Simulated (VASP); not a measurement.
# BiTe (R-3m) in VASP: further runs

The runs below take BiTe through single point, with LDA.

Program: VASP 6.6.1. These are calculated values, not measurements. Logs are shortened: lines on timing, memory, paths and dates and some standing lists are left out, and cuts for length are marked.

## 1. The cell of the first run

It takes space group R-3m (No. 166, trigonal). Conventional cell: a = 5.424 Å, b = 5.424 Å, c = 7.972 Å, α = 90.00°, β = 90.00°, γ = 120.00°. Within 4.5 Å of Bi (site symmetry -3m) lie 8 Te at 3.40 to 3.99 Å and 6 Bi at 4.11 Å. Within 4.5 Å of Te (site symmetry -3m) lie 8 Bi at 3.40 to 3.99 Å and 6 Te at 4.11 Å.

## 2. Single point, LDA

File INCAR:

```
SYSTEM = BiTe
PREC = Accurate
ENCUT = 520
EDIFF = 1E-6
ISMEAR = 0
SIGMA = 0.15
LREAL = .False.
LASPH = .True.
NELM = 100
ALGO = Normal
ISIF = 2
LWAVE = .False.
LCHARG = .False.
GGA = CA
NBANDS = 18
```

File KPOINTS:

```
Automatic mesh
0
Gamma
  14 14 14
  0 0 0
```

File POSCAR:

```
BiTe
1.0
   -1.0228044302      2.8127121831      2.8127121831
    2.8127121831     -1.0228044302      2.8127121831
    2.8127121831      2.8127121831     -1.0228044302
Bi Te
1 1
Direct
    0.0000000000      0.0000000000      0.0000000000
    0.5000000000      0.5000000000      0.5000000000
```

Potentials or basis: VASP PAW LDA potentials, release 64 (Bi_d, Te).

Started as:

```
> cat potpaw_LDA.64/Bi_d/POTCAR potpaw_LDA.64/Te/POTCAR > POTCAR
> mpirun -np 1 vasp_std > vasp.out
```

OUTCAR:

```text
SYSTEM = BiTe
   PREC = Accurate
   ENCUT = 520
   EDIFF = 1E-6
   ISMEAR = 0
   LREAL = .False.
   LASPH = .True.
   NELM = 100
   ISIF = 2
   GGA = CA

 ion  position               nearest neighbor table
   1  0.000  0.000  0.000-   2 3.40   2 3.40   2 3.40   2 3.40   2 3.40   2 3.40
   2  0.500  0.500  0.500-   1 3.40   1 3.40   1 3.40   1 3.40   1 3.40   1 3.40

  LATTYP: Found a trigonal (rhomboedric) cell.
 ALAT       =     4.1071679479
 COS(alpha) =     0.1279069768

  Lattice vectors:

 A1 = (  -1.0228044302,   2.8127121831,   2.8127121831)
 A2 = (   2.8127121831,  -1.0228044302,   2.8127121831)
 A3 = (   2.8127121831,   2.8127121831,  -1.0228044302)

Analysis of symmetry for initial positions (statically):
=====================================================================
 Subroutine PRICEL returns:
 Original cell was already a primitive cell.

 Routine SETGRP: Setting up the symmetry group for a
 trigonal (rhombohedral) supercell.

 Subroutine GETGRP returns: Found 12 space group operations
 (whereof 12 operations were pure point group operations)
 out of a pool of 12 trial point group operations.

The static configuration has the point symmetry D_3d.

Analysis of symmetry for dynamics (positions and initial velocities):
=====================================================================
 Subroutine PRICEL returns:
 Original cell was already a primitive cell.

 Routine SETGRP: Setting up the symmetry group for a
 trigonal (rhombohedral) supercell.

 Subroutine GETGRP returns: Found 12 space group operations
 (whereof 12 operations were pure point group operations)
 out of a pool of 12 trial point group operations.

The dynamic configuration has the point symmetry D_3d.

 Subroutine INISYM returns: Found 12 space group operations
 (whereof 12 operations are pure point group operations),
 and found     1 'primitive' translations

----------------------------------------------------------------------------------------

                                     Primitive cell

  volume of cell :      67.7100

  direct lattice vectors                    reciprocal lattice vectors
    -1.022804430  2.812712183  2.812712183    -0.101391528  0.159329544  0.159329544
     2.812712183 -1.022804430  2.812712183     0.159329544 -0.101391528  0.159329544
     2.812712183  2.812712183 -1.022804430     0.159329544  0.159329544 -0.101391528

  length of vectors
     4.107167948  4.107167948  4.107167948     0.247087128  0.247087128  0.247087128

  position of ions in fractional coordinates (direct lattice)
     0.000000000  0.000000000  0.000000000
     0.500000000  0.500000000  0.500000000

  ion indices of the primitive-cell ions
   primitive index   ion index
                 1           1
                 2           2

----------------------------------------------------------------------------------------

 KPOINTS: Automatic mesh

Automatic generation of k-mesh.
 Grid dimensions read from file:
 generate k-points for:   14   14   14

 Generating k-lattice:

  Cartesian coordinates                     Fractional coordinates (reciprocal lattice)
    -0.007242252  0.011380682  0.011380682     0.071428571  0.000000000  0.000000000
     0.011380682 -0.007242252  0.011380682     0.000000000  0.071428571  0.000000000
     0.011380682  0.011380682 -0.007242252     0.000000000  0.000000000  0.071428571

  Length of vectors
     0.017649081  0.017649081  0.017649081

  Shift w.r.t. Gamma in fractional coordinates (k-lattice)
     0.000000000  0.000000000  0.000000000

 Subroutine IBZKPT returns following result:
 ===========================================

 Found    288 irreducible k-points:

 Following reciprocal coordinates:
            Coordinates               Weight
  0.000000  0.000000  0.000000      1.000000
  0.071429  0.000000  0.000000      6.000000
  0.142857  0.000000  0.000000      6.000000
  0.214286 -0.000000 -0.000000      6.000000
  0.285714 -0.000000 -0.000000      6.000000
  0.357143  0.000000  0.000000      6.000000
[... 16 lines left out ...]
  0.214286  0.142857  0.000000     12.000000
  0.285714  0.142857  0.000000     12.000000
 [... further k-points ...]
   k-points           NKPTS =    288   k-points in BZ     NKDIM =    288   number of bands    NBANDS=     18
   number of dos      NEDOS =    301   number of ions     NIONS =      2
   total plane-waves  NPLWV =  32768
   dimension x,y,z NGX =    32 NGY =   32 NGZ =   32
   dimension x,y,z NGXF=    64 NGYF=   64 NGZF=   64
   ions per type =               1   1
   NGX,Y,Z   is equivalent  to a cutoff of  12.95, 12.95, 12.95 a.u.
   NGXF,Y,Z  is equivalent  to a cutoff of  25.91, 25.91, 25.91 a.u.
 SYSTEM =  BiTe
   PREC   = accura    normal or accurate (medium, high low for compatibility)
   ISTART =      0    job   : 0-new  1-cont  2-samecut
   ICHARG =      2    charge: 1-file 2-atom 10-const
   ISPIN  =      1    spin polarized calculation?
   LNONCOLLINEAR =      F non collinear calculations
   LSORBIT =      F    spin-orbit coupling
   LASPH  =      T    aspherical Exc in radial PAW
   ENCUT  =  520.0 eV  38.22 Ry    6.18 a.u.   7.64  7.64  7.64*2*pi/ulx,y,z
   NELM   =    100;   NELMIN=  2; NELMDL= -5     # of ELM steps
   EDIFF  = 0.1E-05   stopping-criterion for ELM
   LREAL  =      F    real-space projection
   EDIFFG = 0.1E-04   stopping-criterion for IOM
   NSW    =      0    number of steps for IOM
   IBRION =     -1    ionic relax: 0-MD 1-quasi-New 2-CG
   NFREE  =      0    steps in history (QN), initial steepest desc. (CG)
   ISIF   =      2    stress and relaxation
   ISYM   =      2    0-nonsym 1-usesym 2-fastsym
   POTIM  = 0.5000    time-step for ionic-motion
   TEBEG  =    0.0;   TEEND  =   0.0 temperature during run
   PSTRESS=    0.0 pullay stress
   NELECT =      21.0000    total number of electrons
   NUPDOWN=      -1.0000    fix difference up-down
   EMIN   =  10.00;   EMAX   =-10.00  energy-range for DOS
   EFERMI =   0.00;   METHOD = LEGACY
   ISMEAR =     0;   SIGMA  =   0.15  broadening in eV -4-tet -1-fermi 0-gaus
   EFERMI_NEDOS =   21; number of points for ismear=-14 and -15
   IALGO  =     38    algorithm
   IMIX   =      4    mixing-type and parameters
     AMIX     =   0.40;   BMIX     =  1.00
     AMIX_MAG =   1.60;   BMIX_MAG =  1.00
  volume/ion in A,a.u.               =      33.86       228.46
  Fermi-wavevector in a.u.,A,eV,Ry     =   1.108146  2.094092 16.707785  1.227988
  Thomas-Fermi vector in A             =   2.244669
   LORBIT       =      0    0 simple, 1 ext, 2 COOP (PROOUT), +10 PAW based schemes
   GGA     = CA    functional components
   LHFCALC =     F    Hartree Fock is set to
   AEXX    =    0.0000 exact exchange contribution
   IVDW    =     0    specifies the selected vdW correction
   LEPSILON=     F    determine dielectric tensor
   LRPA    =     F    only Hartree local field effects (RPA)
 non-spin polarized calculation
 Gauss-broadening in eV      SIGMA  =   0.15
  energy-cutoff  :      520.00
  volume of cell :       67.71
 maximum number of plane-waves:      1838
   NGX = 15   NGY = 15   NGZ = 15

 number of electron      21.0000007 magnetization

 Free energy of the ion-electron system (eV)
  ---------------------------------------------------
  ext. energy  EPLUGINS =         0.00000000
  ---------------------------------------------------
  free energy    TOTEN  =        -8.10677011 eV

  energy without entropy =       -8.09001051  energy(sigma->0) =       -8.09839031

 E-fermi :   6.2182     XC(G=0):  -9.7888

 val. band max:        6.2173298155   @ k =   0.2857   0.2143   0.0000
 cond. band min:       6.2200524500   @ k =  -0.4286   0.1429  -0.0000
 fundamental gap:      0.0027226345
 Fermi energy:         6.2182317895

 k-point     1 :       0.0000    0.0000    0.0000
  band No.  band energies     occupation
      1     -16.9796      2.00000
      2     -16.9796      2.00000
      3     -16.9560      2.00000
      4     -16.9560      2.00000
      5     -16.9481      2.00000
      6      -6.8086      2.00000
[... 10 lines left out ...]
     17      14.9865      0.00000
     18      14.9865      0.00000

 k-point     2 :       0.0714    0.0000    0.0000
  band No.  band energies     occupation
      1     -16.9796      2.00000
      2     -16.9784      2.00000
      3     -16.9565      2.00000
      4     -16.9561      2.00000
      5     -16.9483      2.00000
      6      -6.7689      2.00000
[... 10 lines left out ...]
     17      15.0739      0.00000
     18      15.1274      0.00000

 k-point     3 :       0.1429    0.0000    0.0000
  band No.  band energies     occupation
      1     -16.9794      2.00000
      2     -16.9750      2.00000
      3     -16.9576      2.00000
      4     -16.9563      2.00000
      5     -16.9488      2.00000
      6      -6.6501      2.00000
[... 10 lines left out ...]
     17      15.2901      0.00000
     18      15.3922      0.00000

 k-point     4 :       0.2143   -0.0000   -0.0000
  band No.  band energies     occupation
      1     -16.9793      2.00000
      2     -16.9702      2.00000
      3     -16.9593      2.00000
      4     -16.9566      2.00000
      5     -16.9494      2.00000
      6      -6.4542      2.00000
[... 10 lines left out ...]
     17      15.0788      0.00000
     18      15.4151      0.00000

 k-point     5 :       0.2857   -0.0000   -0.0000
  band No.  band energies     occupation
      1     -16.9791      2.00000
      2     -16.9654      2.00000
      3     -16.9611      2.00000
      4     -16.9567      2.00000
      5     -16.9499      2.00000
      6      -6.1848      2.00000
[... 10 lines left out ...]
     17      14.5250      0.00000
     18      15.7288      0.00000

 k-point     6 :       0.3571    0.0000    0.0000
  band No.  band energies     occupation
      1     -16.9790      2.00000
      2     -16.9627      2.00000
      3     -16.9625      2.00000
      4     -16.9556      2.00000
      5     -16.9500      2.00000
      6      -5.8474      2.00000
[... 10 lines left out ...]
     17      14.4176      0.00000
     18      15.8144      0.00000

 k-point     7 :       0.4286   -0.0000   -0.0000
  band No.  band energies     occupation
      1     -16.9789      2.00000
      2     -16.9638      2.00000
      3     -16.9618      2.00000
      4     -16.9540      2.00000
      5     -16.9497      2.00000
      6      -5.4503      2.00000
[... 10 lines left out ...]
     17      14.7436      0.00000
     18      16.4387      0.00000

 k-point     8 :       0.5000   -0.0000   -0.0000
  band No.  band energies     occupation
      1     -16.9788      2.00000
      2     -16.9642      2.00000
      3     -16.9617      2.00000
      4     -16.9534      2.00000
      5     -16.9493      2.00000
      6      -5.0222      2.00000
[... 10 lines left out ...]
     17      14.7719      0.00000
     18      17.1389      0.00000
[... 229 lines left out ...]
     17      14.9537      0.00000
     18      15.7802      0.00000

 k-point    20 :      -0.1429    0.0714    0.0000
  band No.  band energies     occupation
      1     -16.9786      2.00000
      2     -16.9746      2.00000
      3     -16.9577      2.00000
      4     -16.9567      2.00000
      5     -16.9490      2.00000
      6      -6.5874      2.00000
[... 10 lines left out ...]
     17      15.1501      0.00000
     18      15.6972      0.00000

 k-point    21 :      -0.0714    0.0714    0.0000
  band No.  band energies     occupation
      1     -16.9789      2.00000
      2     -16.9778      2.00000
      3     -16.9566      2.00000
      4     -16.9564      2.00000
      5     -16.9485      2.00000
      6      -6.7174      2.00000
[... 10 lines left out ...]
     17      15.1362      0.00000
     18      15.4021      0.00000

 k-point    22 :       0.1429    0.1429    0.0000
  band No.  band energies     occupation
      1     -16.9771      2.00000
      2     -16.9725      2.00000
      3     -16.9589      2.00000
      4     -16.9569      2.00000
      5     -16.9497      2.00000
      6      -6.5416      2.00000
[... 10 lines left out ...]
     17      14.7813      0.00000
     18      15.3656      0.00000

 k-point    23 :       0.2143    0.1429    0.0000
  band No.  band energies     occupation
      1     -16.9764      2.00000
      2     -16.9683      2.00000
      3     -16.9605      2.00000
      4     -16.9572      2.00000
      5     -16.9504      2.00000
      6      -6.3735      2.00000
[... 10 lines left out ...]
     17      14.7754      0.00000
     18      14.9022      0.00000

 k-point    24 :       0.2857    0.1429    0.0000
  band No.  band energies     occupation
      1     -16.9760      2.00000
      2     -16.9639      2.00000
      3     -16.9622      2.00000
      4     -16.9571      2.00000
      5     -16.9509      2.00000
      6      -6.1342      2.00000
[... 10 lines left out ...]
     17      14.5040      0.00000
     18      14.9738      0.00000

 [... further k-points ...]
[... 5 lines left out ...]
  --------------------------------------------------------------------------------------
  -------------------------------------------------------------------------------------
  Total       -3.0235326     -3.0235326     -3.0235326      0.5637332      0.5637332      0.5637332
  in kB      -71.5438623    -71.5438623    -71.5438623     13.3392483     13.3392483     13.3392483
  external PRESSURE =     -71.5438623 kB  Pullay stress =       0.0000000 kB

 VOLUME and BASIS-vectors are now :
 -----------------------------------------------------------------------------
  energy-cutoff  :      520.00
  volume of cell :       67.71
      direct lattice vectors                 reciprocal lattice vectors
    -1.022804430  2.812712183  2.812712183    -0.101391528  0.159329544  0.159329544
     2.812712183 -1.022804430  2.812712183     0.159329544 -0.101391528  0.159329544
     2.812712183  2.812712183 -1.022804430     0.159329544  0.159329544 -0.101391528

 POSITION                                       TOTAL-FORCE (eV/Angst)
 -----------------------------------------------------------------------------------
      0.00000      0.00000      0.00000         0.000000      0.000000     -0.000000
      2.30131      2.30131      2.30131        -0.000000     -0.000000      0.000000
 -----------------------------------------------------------------------------------
    total drift:                                0.000000     -0.000000     -0.000000

  FREE ENERGIE OF THE ION-ELECTRON SYSTEM (eV)
  ---------------------------------------------------
  free  energy   TOTEN  =        -8.1067701144 eV

  energy  without entropy=       -8.0900105143  energy(sigma->0) =       -8.09839031
```

It took 1.7 min on 1 thread of AMD EPYC 9R45 (Zen 5), shared host; peak memory 0.4 GiB.

Results:

```yaml
Free_energy: -8.1068 eV
Pressure: -7.2 GPa
```

Stress tensor (GPa, compression positive):
```
-7.15  1.33  1.33
 1.33 -7.15  1.33
 1.33  1.33 -7.15
```

Levels at points of the mesh, in eV from the Fermi level:
| k point | band 7 | band 8 | band 9 | band 10 | band 11 | band 12 | band 13 | band 14 |
| --- | --- | --- | --- | --- | --- | --- | --- | --- |
| (0.00, 0.00, 0.00) | -8.82 | -2.64 | -2.64 | -1.31 | 2.25 | 3.48 | 3.48 | 3.57 |
| (0.50, 0.00, 0.00) | -11.21 | -1.83 | -1.18 | -1.04 | -0.34 | 0.14 | 1.01 | 5.39 |
| (0.50, 0.50, 0.00) | -10.14 | -5.00 | -4.72 | -1.01 | 1.55 | 2.72 | 2.93 | 4.11 |
| (0.50, 0.50, 0.50) | -10.27 | -2.78 | -2.64 | -2.64 | -2.24 | -1.93 | -1.93 | 10.34 |

Caveat: spin-orbit coupling is left out, which moves the levels of the heavy elements.

## 3. Single point, LDA

This run uses another cell than the first one, of the same volume but with other edges.

File INCAR:

```
SYSTEM = BiTe
PREC     = Accurate       ! precision mode
ENCUT    = 520            ! plane-wave cutoff, eV
EDIFF    = 1E-6           ! SCF threshold, eV
ISMEAR   = 0              ! smearing method
SIGMA    = 0.15           ! smearing width, eV
LREAL    = .FALSE.        ! projectors in reciprocal space
LASPH    = .TRUE.         ! aspherical terms in the spheres
NELM     = 100            ! most SCF steps
ALGO     = Normal         ! electronic algorithm
ISIF     = 2              ! what is computed and relaxed
LWAVE    = .FALSE.        ! write WAVECAR
LCHARG   = .FALSE.        ! write CHGCAR
GGA      = CA             ! functional
NBANDS   = 18             ! bands
```

File KPOINTS:

```
regular mesh
0
G
  14 14 14
  0 0 0
```

File POSCAR:

```
BiTe
1.0
   -0.7010703083      2.9251554243      2.9251554243
    2.9251554243     -0.7010703083      2.9251554243
    2.9251554243      2.9251554243     -0.7010703083
Bi Te
1 1
Direct
    0.0000000000      0.0000000000      0.0000000000
    0.5000000000      0.5000000000      0.5000000000
```

Potentials or basis: VASP PAW LDA potentials, release 64 (Bi_d, Te).

Started as:

```
> cat potpaw_LDA.64/Bi_d/POTCAR potpaw_LDA.64/Te/POTCAR > POTCAR
> mpirun -np 1 vasp_std > vasp.out
```

It took 1.7 min on 1 thread of AMD EPYC 9R45 (Zen 5), shared host; peak memory 0.4 GiB.

It converged, with:

```yaml
Free_energy: -8.3565 eV
Pressure: -5.5 GPa
```

Stress tensor (GPa, compression positive):
```
-5.50  1.60  1.60
 1.60 -5.50  1.60
 1.60  1.60 -5.50
```

Levels at points of the mesh, in eV from the Fermi level:
```csv
k point,band 6,band 7,band 8,band 9,band 10,band 11,band 12,band 13,band 14,band 15
"(0.00, 0.00, 0.00)",-13.16,-8.49,-2.80,-2.80,-1.03,1.97,3.10,3.10,3.85,3.85
"(0.50, 0.00, 0.00)",-11.31,-11.22,-1.72,-1.41,-1.02,-0.38,-0.23,1.07,6.12,6.73
"(0.50, 0.50, 0.00)",-11.33,-9.92,-5.21,-4.55,-2.15,2.36,3.15,3.27,3.86,7.30
"(0.50, 0.50, 0.50)",-10.69,-10.49,-2.49,-2.43,-2.43,-1.93,-1.57,-1.57,9.01,9.57
```

Caveat: spin-orbit coupling is left out, which moves the levels of the heavy elements.
